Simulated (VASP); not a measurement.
# CdS (P6_3mc) in VASP: a series of runs

CdS is run at these levels: PBEsol; tasks: single point, relaxation of cell and atoms.

Program: VASP 6.6.1. These are calculated values, not measurements. Logs are shortened: lines on timing, memory, paths and dates and some standing lists are left out, and cuts for length are marked.

### Step 1. The cell of the first run

The structure is hexagonal, space group P6_3mc (No. 186). Conventional cell: a = 4.124 Å, b = 4.124 Å, c = 6.710 Å, α = 90.00°, β = 90.00°, γ = 120.00°. Cd (site symmetry 3m) has 4 S at 2.52 to 2.53 Å within 3.3 Å. S (site symmetry 3m) has 4 Cd at 2.52 to 2.53 Å within 3.3 Å.

### Step 2. Single point, PBEsol

File INCAR:

```
SYSTEM = CdS
  ALGO = Normal
  EDIFF = 1E-7
  ENCUT = 520
  GGA = PS
  ISIF = 2
  ISMEAR = -1
  LASPH = .True.
  LCHARG = .False.
  LREAL = .False.
  LWAVE = .False.
  NBANDS = 26
  NELM = 100
  PREC = Accurate
  SIGMA = 0.08
```

File KPOINTS:

```
k-points
0
Gamma
  12 12 6
  0 0 0
```

File POSCAR:

```
CdS
1.0
    4.1238484089      0.0000000000      0.0000000000
   -2.0619242044      3.5713574835      0.0000000000
    0.0000000000      0.0000000000      6.7097297170
Cd S
2 2
Direct
    0.3333333333      0.6666666667     -0.0007762665
    0.6666666667      0.3333333333      0.4992237335
    0.3333333333      0.6666666667      0.3757762665
    0.6666666667      0.3333333333      0.8757762665
```

Potentials or basis: VASP PAW PBE potentials, release 64 (Cd, S).

Run with:

```bash
> cat potpaw_PBE.64/Cd/POTCAR potpaw_PBE.64/S/POTCAR > POTCAR
> mpirun -np 1 vasp_std > vasp.out
```

OUTCAR:

```text
SYSTEM = CdS
   EDIFF = 1E-7
   ENCUT = 520
   GGA = PS
   ISIF = 2
   ISMEAR = -1
   LASPH = .True.
   LREAL = .False.
   NELM = 100
   PREC = Accurate

 ion  position               nearest neighbor table
   1  0.333  0.667  0.999-   4 2.52   4 2.52   4 2.52   3 2.53
   2  0.667  0.333  0.499-   3 2.52   3 2.52   3 2.52   4 2.53
   3  0.333  0.667  0.376-   2 2.52   2 2.52   2 2.52   1 2.53
   4  0.667  0.333  0.876-   1 2.52   1 2.52   1 2.52   2 2.53

  LATTYP: Found a hexagonal cell.
 ALAT       =     4.1238484089
 C/A-ratio  =     1.6270553744

  Lattice vectors:

 A1 = (   4.1238484089,   0.0000000000,   0.0000000000)
 A2 = (  -2.0619242044,   3.5713574835,   0.0000000000)
 A3 = (   0.0000000000,   0.0000000000,   6.7097297170)

Analysis of symmetry for initial positions (statically):
=====================================================================
 Subroutine PRICEL returns:
 Original cell was already a primitive cell.

 Routine SETGRP: Setting up the symmetry group for a
 hexagonal supercell.

 Subroutine GETGRP returns: Found 12 space group operations
 (whereof  6 operations were pure point group operations)
 out of a pool of 24 trial point group operations.

The static configuration has the point symmetry C_3v.
 The point group associated with its full space group is C_6v.

Analysis of symmetry for dynamics (positions and initial velocities):
=====================================================================
 Subroutine PRICEL returns:
 Original cell was already a primitive cell.

 Routine SETGRP: Setting up the symmetry group for a
 hexagonal supercell.

 Subroutine GETGRP returns: Found 12 space group operations
 (whereof  6 operations were pure point group operations)
 out of a pool of 24 trial point group operations.

The dynamic configuration has the point symmetry C_3v.
 The point group associated with its full space group is C_6v.

 Subroutine INISYM returns: Found 12 space group operations
 (whereof  6 operations are pure point group operations),
 and found     1 'primitive' translations

----------------------------------------------------------------------------------------

                                     Primitive cell

  volume of cell :      98.8191

  direct lattice vectors                    reciprocal lattice vectors
     4.123848409  0.000000000  0.000000000     0.242491940  0.140002787  0.000000000
    -2.061924204  3.571357483  0.000000000     0.000000000  0.280005573  0.000000000
     0.000000000  0.000000000  6.709729717     0.000000000  0.000000000  0.149037300

  length of vectors
     4.123848409  4.123848409  6.709729717     0.280005573  0.280005573  0.149037300

  position of ions in fractional coordinates (direct lattice)
     0.333333333  0.666666667  0.999223734
     0.666666667  0.333333333  0.499223734
     0.333333333  0.666666667  0.375776266
     0.666666667  0.333333333  0.875776266

  ion indices of the primitive-cell ions
   primitive index   ion index
                 1           1
                 2           2
                 3           3
                 4           4

----------------------------------------------------------------------------------------

 KPOINTS: k-points

Automatic generation of k-mesh.
 Grid dimensions read from file:
 generate k-points for:   12   12    6

 Generating k-lattice:

  Cartesian coordinates                     Fractional coordinates (reciprocal lattice)
     0.020207662  0.011666899  0.000000000     0.083333333  0.000000000  0.000000000
     0.000000000  0.023333798  0.000000000     0.000000000  0.083333333  0.000000000
     0.000000000  0.000000000  0.024839550     0.000000000  0.000000000  0.166666667

  Length of vectors
     0.023333798  0.023333798  0.024839550

  Shift w.r.t. Gamma in fractional coordinates (k-lattice)
     0.000000000  0.000000000  0.000000000

 Subroutine IBZKPT returns following result:
 ===========================================

 Found     76 irreducible k-points:

 Following reciprocal coordinates:
            Coordinates               Weight
  0.000000  0.000000  0.000000      1.000000
  0.083333 -0.000000  0.000000      6.000000
  0.166667 -0.000000  0.000000      6.000000
  0.250000 -0.000000  0.000000      6.000000
  0.333333 -0.000000  0.000000      6.000000
  0.416667  0.000000  0.000000      6.000000
[... 16 lines left out ...]
  0.250000 -0.000000  0.166667     12.000000
  0.333333 -0.000000  0.166667     12.000000
 [... further k-points ...]
   k-points           NKPTS =     76   k-points in BZ     NKDIM =     76   number of bands    NBANDS=     26
   number of dos      NEDOS =    301   number of ions     NIONS =      4
   total plane-waves  NPLWV =  51200
   dimension x,y,z NGX =    32 NGY =   32 NGZ =   50
   dimension x,y,z NGXF=    64 NGYF=   64 NGZF=  100
   ions per type =               2   2
   NGX,Y,Z   is equivalent  to a cutoff of  12.90, 12.90, 12.39 a.u.
   NGXF,Y,Z  is equivalent  to a cutoff of  25.80, 25.80, 24.78 a.u.
 SYSTEM =  CdS
   PREC   = accura    normal or accurate (medium, high low for compatibility)
   ISTART =      0    job   : 0-new  1-cont  2-samecut
   ICHARG =      2    charge: 1-file 2-atom 10-const
   ISPIN  =      1    spin polarized calculation?
   LNONCOLLINEAR =      F non collinear calculations
   LSORBIT =      F    spin-orbit coupling
   LASPH  =      T    aspherical Exc in radial PAW
   ENCUT  =  520.0 eV  38.22 Ry    6.18 a.u.   7.67  7.67 12.48*2*pi/ulx,y,z
   NELM   =    100;   NELMIN=  2; NELMDL= -5     # of ELM steps
   EDIFF  = 0.1E-06   stopping-criterion for ELM
   LREAL  =      F    real-space projection
   EDIFFG = 0.1E-05   stopping-criterion for IOM
   NSW    =      0    number of steps for IOM
   IBRION =     -1    ionic relax: 0-MD 1-quasi-New 2-CG
   NFREE  =      0    steps in history (QN), initial steepest desc. (CG)
   ISIF   =      2    stress and relaxation
   ISYM   =      2    0-nonsym 1-usesym 2-fastsym
   POTIM  = 0.5000    time-step for ionic-motion
   TEBEG  =    0.0;   TEEND  =   0.0 temperature during run
   PSTRESS=    0.0 pullay stress
   NELECT =      36.0000    total number of electrons
   NUPDOWN=      -1.0000    fix difference up-down
   EMIN   =  10.00;   EMAX   =-10.00  energy-range for DOS
   EFERMI =   0.00;   METHOD = LEGACY
   ISMEAR =    -1;   SIGMA  =   0.08  broadening in eV -4-tet -1-fermi 0-gaus
   EFERMI_NEDOS =   21; number of points for ismear=-14 and -15
   IALGO  =     38    algorithm
   IMIX   =      4    mixing-type and parameters
     AMIX     =   0.40;   BMIX     =  1.00
     AMIX_MAG =   1.60;   BMIX_MAG =  1.00
  volume/ion in A,a.u.               =      24.70       166.72
  Fermi-wavevector in a.u.,A,eV,Ry     =   1.169218  2.209501 18.600111  1.367070
  Thomas-Fermi vector in A             =   2.305693
   LORBIT       =      0    0 simple, 1 ext, 2 COOP (PROOUT), +10 PAW based schemes
   GGA     = PS    functional components
   LHFCALC =     F    Hartree Fock is set to
   AEXX    =    0.0000 exact exchange contribution
   IVDW    =     0    specifies the selected vdW correction
   LEPSILON=     F    determine dielectric tensor
   LRPA    =     F    only Hartree local field effects (RPA)
 non-spin polarized calculation
  energy-cutoff  :      520.00
  volume of cell :       98.82
 maximum number of plane-waves:      2695
 NGX is ok and might be reduce to    32
   NGX = 15   NGY = 15   NGZ = 25

 number of electron      35.9999995 magnetization

 Free energy of the ion-electron system (eV)
  ---------------------------------------------------
  ext. energy  EPLUGINS =         0.00000000
  ---------------------------------------------------
  free energy    TOTEN  =       -13.63302863 eV

  energy without entropy =      -13.63301405  energy(sigma->0) =      -13.63302134

 E-fermi :   1.9099     XC(G=0):  -9.3900

 val. band max:        1.2455933129   @ k =   0.0000   0.0000   0.0000
 cond. band min:       2.3431323113   @ k =   0.0000   0.0000   0.0000
 fundamental gap:      1.0975389983
 Fermi energy:         1.9098852443

 k-point     1 :       0.0000    0.0000    0.0000
  band No.  band energies     occupation
      1     -11.1687      2.00000
      2     -10.7190      2.00000
      3      -6.4777      2.00000
      4      -6.4707      2.00000
      5      -6.4707      2.00000
      6      -6.3844      2.00000
[... 18 lines left out ...]
     25       8.7499      0.00000
     26       8.8424      0.00000

 k-point     2 :       0.0833   -0.0000    0.0000
  band No.  band energies     occupation
      1     -11.1426      2.00000
      2     -10.7073      2.00000
      3      -6.4713      2.00000
      4      -6.4599      2.00000
      5      -6.4510      2.00000
      6      -6.3729      2.00000
[... 18 lines left out ...]
     25       8.7778      0.00000
     26       8.9057      0.00000

 k-point     3 :       0.1667   -0.0000    0.0000
  band No.  band energies     occupation
      1     -11.0699      2.00000
      2     -10.6765      2.00000
      3      -6.4459      2.00000
      4      -6.4318      2.00000
      5      -6.3995      2.00000
      6      -6.3355      2.00000
[... 18 lines left out ...]
     25       8.6829      0.00000
     26       9.3362      0.00000

 k-point     4 :       0.2500   -0.0000    0.0000
  band No.  band energies     occupation
      1     -10.9666      2.00000
      2     -10.6378      2.00000
      3      -6.4146      2.00000
      4      -6.3986      2.00000
      5      -6.3198      2.00000
      6      -6.2714      2.00000
[... 18 lines left out ...]
     25       9.1611      0.00000
     26       9.6322      0.00000

 k-point     5 :       0.3333   -0.0000    0.0000
  band No.  band energies     occupation
      1     -10.8562      2.00000
      2     -10.6055      2.00000
      3      -6.3907      2.00000
      4      -6.3726      2.00000
      5      -6.2489      2.00000
      6      -6.2153      2.00000
[... 18 lines left out ...]
     25       9.4512      0.00000
     26      10.0230      0.00000

 k-point     6 :       0.4167    0.0000    0.0000
  band No.  band energies     occupation
      1     -10.7667      2.00000
      2     -10.5904      2.00000
      3      -6.3786      2.00000
      4      -6.3586      2.00000
      5      -6.1959      2.00000
      6      -6.1756      2.00000
[... 427 lines left out ...]
 k-point    21 :       0.0833   -0.0000    0.1667
  band No.  band energies     occupation
      1     -11.1126      2.00000
      2     -10.7350      2.00000
      3      -6.4606      2.00000
      4      -6.4555      2.00000
      5      -6.4398      2.00000
      6      -6.3803      2.00000
[... 18 lines left out ...]
     25       8.7593      0.00000
     26       8.7967      0.00000

 k-point    22 :       0.1667   -0.0000    0.1667
  band No.  band energies     occupation
      1     -11.0424      2.00000
      2     -10.7010      2.00000
      3      -6.4369      2.00000
      4      -6.4262      2.00000
      5      -6.3910      2.00000
      6      -6.3410      2.00000
[... 18 lines left out ...]
     25       8.8394      0.00000
     26       9.1838      0.00000

 k-point    23 :       0.2500   -0.0000    0.1667
  band No.  band energies     occupation
      1     -10.9428      2.00000
      2     -10.6575      2.00000
      3      -6.4091      2.00000
      4      -6.3907      2.00000
      5      -6.3233      2.00000
      6      -6.2805      2.00000
[... 18 lines left out ...]
     25       9.0320      0.00000
     26       9.7982      0.00000

 k-point    24 :       0.3333   -0.0000    0.1667
  band No.  band energies     occupation
      1     -10.8372      2.00000
      2     -10.6197      2.00000
      3      -6.3889      2.00000
      4      -6.3619      2.00000
      5      -6.2651      2.00000
      6      -6.2253      2.00000
[... 18 lines left out ...]
     25       9.2477      0.00000
     26      10.2055      0.00000

 [... further k-points ...]
[... 5 lines left out ...]
  --------------------------------------------------------------------------------------
  -------------------------------------------------------------------------------------
  Total        0.2464243      0.2464243      0.2492930      0.0000000      0.0000000      0.0000000
  in kB        3.9953336      3.9953336      4.0418441      0.0000000      0.0000000      0.0000000
  external PRESSURE =       4.0108371 kB  Pullay stress =       0.0000000 kB

 VOLUME and BASIS-vectors are now :
 -----------------------------------------------------------------------------
  energy-cutoff  :      520.00
  volume of cell :       98.82
      direct lattice vectors                 reciprocal lattice vectors
     4.123848409  0.000000000  0.000000000     0.242491940  0.140002787  0.000000000
    -2.061924204  3.571357483  0.000000000     0.000000000  0.280005573  0.000000000
     0.000000000  0.000000000  6.709729717     0.000000000  0.000000000  0.149037300

 POSITION                                       TOTAL-FORCE (eV/Angst)
 -----------------------------------------------------------------------------------
     -0.00000      2.38090      6.70452         0.000000      0.000000      0.001178
      2.06192      1.19045      3.34966         0.000000     -0.000000      0.001178
     -0.00000      2.38090      2.52136         0.000000      0.000000     -0.001178
      2.06192      1.19045      5.87622        -0.000000     -0.000000     -0.001178
 -----------------------------------------------------------------------------------
    total drift:                               -0.000000     -0.000000     -0.000160

  FREE ENERGIE OF THE ION-ELECTRON SYSTEM (eV)
  ---------------------------------------------------
  free  energy   TOTEN  =       -13.6330286280 eV

  energy  without entropy=      -13.6330140490  energy(sigma->0) =      -13.63302134
```

Wall time 2.9 min (1 thread of AMD EPYC 9755, shared host); peak memory 0.27 GiB.

Results:

```yaml
Free_energy: -13.6330 eV
Pressure: 0.4 GPa
Band_gap_on_the_k_mesh: 1.10 eV
```

Levels at points of the mesh, in eV from the valence-band top:
| k point | band 14 | band 15 | band 16 | band 17 | band 18 | band 19 | band 20 | band 21 | band 22 | band 23 |
| --- | --- | --- | --- | --- | --- | --- | --- | --- | --- | --- |
| (0.00, 0.00, 0.00) | -0.78 | -0.78 | -0.05 | 0.00 | 0.00 | 1.10 | 2.68 | 6.38 | 6.38 | 6.68 |
| (0.50, 0.00, 0.00) | -3.62 | -2.73 | -1.94 | -1.35 | -0.78 | 3.64 | 3.76 | 4.97 | 6.34 | 6.94 |
| (0.00, 0.00, 0.50) | -2.53 | -0.40 | -0.40 | -0.40 | -0.40 | 2.76 | 2.76 | 6.07 | 6.07 | 6.73 |
| (0.50, 0.00, 0.50) | -4.24 | -1.39 | -1.39 | -1.37 | -1.37 | 3.36 | 3.36 | 5.27 | 5.27 | 7.80 |

Caveat: the PAW data sets were made with another functional, which shifts forces and pressure a little. A k mesh can miss the band edges.

### Step 3. Relaxation of cell and atoms, PBEsol

This run uses another cell than the first one, of 25.12 Å³/atom.

File INCAR:

```
PREC = Accurate
ENCUT = 600
EDIFF = 1E-6
ISMEAR = -1
SIGMA = 0.08
LREAL = F
LASPH = T
NELM = 80
ALGO = Normal
ISIF = 3
LWAVE = F
LCHARG = F
GGA = PS
IBRION = 2
NSW = 100
EDIFFG = -0.002
```

File KPOINTS:

```
regular mesh
0
Gamma
  12 12 6
```

File POSCAR:

```
CdS
1.0
    4.1500000000      0.0000000000      0.0000000000
   -2.0750000000      3.5940054257      0.0000000000
    0.0000000000      0.0000000000      6.7370000000
Cd S
2 2
Direct
    0.3333333333      0.6666666667      0.0000000000
    0.6666666667      0.3333333333      0.5000000000
    0.3333333333      0.6666666667      0.3750000000
    0.6666666667      0.3333333333      0.8750000000
```

Potentials or basis: VASP PAW PBE potentials, release 64 (Cd, S).

Run with:

```bash
> cat potpaw_PBE.64/Cd/POTCAR potpaw_PBE.64/S/POTCAR > POTCAR
> mpirun -np 1 vasp_std > vasp.out
```

It took 25 min on 1 thread of AMD EPYC 9755, shared host; peak memory 0.34 GiB.

It converged, with:

```
Free energy                           : -13.6347 eV
Relaxed volume                        : 24.85 Å³/atom
Relaxed cell                          : a = 4.131 Å, b = 4.131 Å, c = 6.726 Å, α = 90.00°, β = 90.00°, γ = 120.00°
Space group after relaxing (to 0.1 Å) : P6_3mc (No. 186)
Energy gained by relaxing             : 0.8 meV/atom
Ionic steps                           : 26
Pressure after relaxing               : 0.0 GPa
Band gap on the k mesh                : 1.08 eV
```

The path:
| step | energy change (eV) | largest force (eV/Å) | pressure (GPa) | volume (Å³) |
| --- | --- | --- | --- | --- |
| 1 | 0.0000 | 0.0670 | -0.68 | 100.48 |
| 2 | -0.0027 | 0.0004 | 0.29 | 98.94 |
| 3 | -0.0031 | 0.0192 | 0.02 | 99.36 |
| 4 | -0.0031 | 0.0177 | 0.03 | 99.32 |
| 5 | -0.0031 | 0.0167 | 0.05 | 99.30 |
| 6 | -0.0031 | 0.0031 | 0.02 | 99.37 |
| 7 | -0.0031 | 0.0018 | 0.03 | 99.37 |
| 8 | -0.0031 | 0.0011 | 0.02 | 99.38 |
| 9 | -0.0031 | 0.0027 | 0.01 | 99.38 |
| 10 | -0.0031 | 0.0024 | 0.02 | 99.37 |
| 11 | -0.0031 | 0.0023 | -0.02 | 99.43 |
| 12 | -0.0031 | 0.0022 | -0.01 | 99.44 |
| 13 | -0.0031 | 0.0025 | -0.04 | 99.47 |
| 14 | -0.0031 | 0.0031 | -0.03 | 99.46 |
| 15 | -0.0031 | 0.0029 | -0.03 | 99.45 |
| 16 | -0.0031 | 0.0022 | 0.00 | 99.42 |
| 17 | -0.0031 | 0.0022 | 0.00 | 99.39 |
| 18 | -0.0031 | 0.0013 | 0.06 | 99.33 |
| 19 | -0.0031 | 0.0019 | 0.02 | 99.37 |
| 20 | -0.0031 | 0.0026 | 0.03 | 99.37 |
| 21 | -0.0031 | 0.0023 | 0.02 | 99.38 |
| 22 | -0.0031 | 0.0029 | 0.03 | 99.39 |
| 23 | -0.0031 | 0.0023 | 0.02 | 99.39 |
| 24 | -0.0031 | 0.0001 | -0.02 | 99.45 |
| 25 | -0.0031 | 0.0010 | -0.02 | 99.42 |
| 26 | -0.0031 | 0.0018 | 0.00 | 99.40 |

Final structure:
```cif
data_structure
_symmetry_space_group_name_H-M 'P 1'
_symmetry_Int_Tables_number 1
_cell_length_a 4.1310
_cell_length_b 4.1310
_cell_length_c 6.7260
_cell_angle_alpha 90.000
_cell_angle_beta 90.000
_cell_angle_gamma 120.000
_cell_volume 99.40
loop_
_atom_site_label
_atom_site_type_symbol
_atom_site_fract_x
_atom_site_fract_y
_atom_site_fract_z
_atom_site_occupancy
Cd1 Cd 0.33333 0.66667 0.99933 1
Cd2 Cd 0.66667 0.33333 0.49933 1
S1 S 0.33333 0.66667 0.37567 1
S2 S 0.66667 0.33333 0.87567 1
```

Levels at points of the mesh, in eV from the valence-band top:
```csv
k point,band 16,band 17,band 18,band 19,band 20,band 21
"(0.00, 0.00, 0.00)",-0.05,0.00,0.00,1.08,2.68,6.38
"(0.50, 0.00, 0.00)",-1.91,-1.33,-0.77,3.63,3.76,4.97
"(0.00, 0.00, 0.50)",-0.40,-0.40,-0.40,2.75,2.75,6.06
"(0.50, 0.00, 0.50)",-1.37,-1.36,-1.36,3.35,3.35,5.27
```

Caveat: the PAW data sets were made with another functional, which shifts forces and pressure a little. A k mesh can miss the band edges.
